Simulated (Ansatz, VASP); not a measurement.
# One calculation of GePt, two programs

```xyz
8
Lattice="5.7420 0.0000 0.0000 0.0000 3.7002 0.0000 0.0000 0.0000 6.0911" Properties=species:S:1:pos:R:3 pbc="T T T"
Pt    5.7358    2.7752    1.1649
Pt    0.0062    0.9251    4.9262
Pt    2.8772    0.9251    4.2105
Pt    2.8648    2.7752    1.8807
Ge    4.6801    2.7752    3.5816
Ge    1.0619    0.9251    2.5096
Ge    3.9329    0.9251    0.5360
Ge    1.8091    2.7752    5.5551
```

Alike in both runs: functional PBEsol; k mesh 6 × 10 × 6; occupations gaussian, width 0.1 eV; no spin polarisation.

Ansatz relaxed the structure, and its values are those at the end. VASP's run is a single point on that final structure, the one shown.

```csv
,VASP,Ansatz
version,VASP 6.6.1,Ansatz 0.2.0
potentials or method,"VASP PAW PBE potentials, release 64 (Pt, Ge_d), cutoff 500 eV","scalar-relativistic, plane waves, PAW"
valence electrons in the cell,96,128
```

```tsv
	VASP	Ansatz	Ansatz less VASP
gap on the k mesh at the Fermi level (eV)	none	none	-
pressure (GPa)	-0.1	0.0	+0.07
rms of the force components (eV/Å)	0.003	0.003	+0.0002
```

VASP's potentials were made for PBE, not for PBEsol. A gap of «none» marks a metal or a gap that the smearing closes. VASP's potentials hold 96 valence electrons a cell and Ansatz's 128, so a difference there can come from the potentials and not from the codes.

Spin-orbit coupling is off throughout.
